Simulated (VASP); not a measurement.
MoS2: single point with PBE

System: MoS2, a slab with vacuum.

```
CELL_PARAMETERS angstrom
3.20563 0.00000 0.00000
-1.60282 2.77616 0.00000
0.00000 0.00000 21.81405
ATOMIC_POSITIONS crystal
Mo 0.33333 0.66667 0.85116
Mo 0.66667 0.33333 0.14884
S 0.66667 0.33333 0.77963
S 0.33333 0.66667 0.07725
S 0.66667 0.33333 0.92275
S 0.33333 0.66667 0.22037
```

```
Program                : VASP 6.6.1
Task                   : single point
Functional             : PBE
Potentials or basis    : VASP PAW PBE potentials, release 64 (Mo_sv, S)
Cutoff                 : 520 eV
k mesh                 : 10 × 10 × 2
Occupations            : fermi-dirac, width 0.05 eV
Spin                   : no spin polarisation
Dipole correction      : no
Further INCAR settings : ALGO = Normal; EDIFF = 1e-06; NBANDS = 35
```

```
Largest force          : 0.153 eV/Å
Band gap on the k mesh : 1.37 eV (least direct gap 1.84 eV)
```

Forces in eV/Å, atoms in the order of the input:
```
Mo   0.000  0.000  0.001
Mo   0.000  0.000 -0.001
S    0.000  0.000  0.098
S    0.000  0.000  0.153
S    0.000  0.000 -0.153
S    0.000  0.000 -0.098
```

Levels at points of the mesh, in eV from the valence-band top:
```
           k point  band 24  band 25  band 26  band 27  band 28  band 29
(0.00, 0.00, 0.00)    -1.68    -0.45     0.00     2.34     2.34     2.35
(0.50, 0.00, 0.00)    -1.35    -0.99    -0.96     1.81     1.82     2.29
(0.00, 0.00, 0.50)    -1.68    -0.45     0.00     2.34     2.34     2.35
(0.50, 0.00, 0.50)    -1.35    -0.99    -0.96     1.81     1.82     2.29
```

Wall time 2 min on 1 thread of Intel(R) Xeon(R) 6975P-C (Granite Rapids), on a shared host, peak memory 0.37 GiB.
